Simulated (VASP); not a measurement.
Input of a VASP 6.6.1 run:

File POSCAR:

```
ZnSe
1.0
    3.7796697624      0.0000000000      0.0000000000
   -1.8898348812      3.2732900321      0.0000000000
    0.0000000000      0.0000000000      6.1318974040
Zn Se
2 2
Direct
    0.0000000000      0.0000000000      0.0000000000
    0.0000000000      0.0000000000      0.5000000000
    0.3333333333      0.6666666667      0.2500000000
    0.6666666667      0.3333333333      0.7500000000
```

INCAR.step1

```
PREC     = Accurate       # precision mode
ENCUT    = 520            # plane-wave cutoff, eV
ISMEAR   = -1             # smearing method
SIGMA    = 0.02           # smearing width, eV
LREAL    = False          # projectors in reciprocal space
LASPH    = True           # aspherical terms in the spheres
NELM     = 60             # most SCF steps
NBANDS   = 26             # bands
GGA      = PE             # functional
ALGO     = Normal         # electronic algorithm
EDIFF    = 1E-4           # SCF threshold, eV
LWAVE    = True           # write WAVECAR
LCHARG   = False          # write CHGCAR
```

File INCAR.step2:

```
PREC     = Accurate       # precision mode
ENCUT    = 520            # plane-wave cutoff, eV
EDIFF    = 1E-6           # SCF threshold, eV
ISMEAR   = -1             # smearing method
SIGMA    = 0.02           # smearing width, eV
LREAL    = False          # projectors in reciprocal space
LASPH    = True           # aspherical terms in the spheres
NELM     = 60             # most SCF steps
ALGO     = Normal         # electronic algorithm
ISIF     = 2              # what is computed and relaxed
LWAVE    = False          # write WAVECAR
LCHARG   = False          # write CHGCAR
METAGGA  = R2SCAN         # meta-GGA
LMIXTAU  = True         
NBANDS   = 26             # bands
ISTART   = 1
```

KPOINTS

```
Automatic mesh
0
Gamma
  12 12 4
```

Potentials or basis: VASP PAW PBE potentials, release 64 (Zn, Se).

Launch:

```bash
$ cat potpaw_PBE.64/Zn/POTCAR potpaw_PBE.64/Se/POTCAR > POTCAR
$ cp INCAR.step1 INCAR
$ mpirun -np 1 vasp_std > vasp.out
$ cp INCAR.step2 INCAR
$ mpirun -np 1 vasp_std > vasp.out
```

(1) Estimate the band gap on the k mesh.

(2) Predict the pressure.

Answers

(1) zero (band 18 reaches 3.04 eV, above the bottom of band 19 at 3.03 eV).

(2) 0.2 GPa.

Caveat: the PAW data sets were made with another functional, which shifts forces and pressure a little.
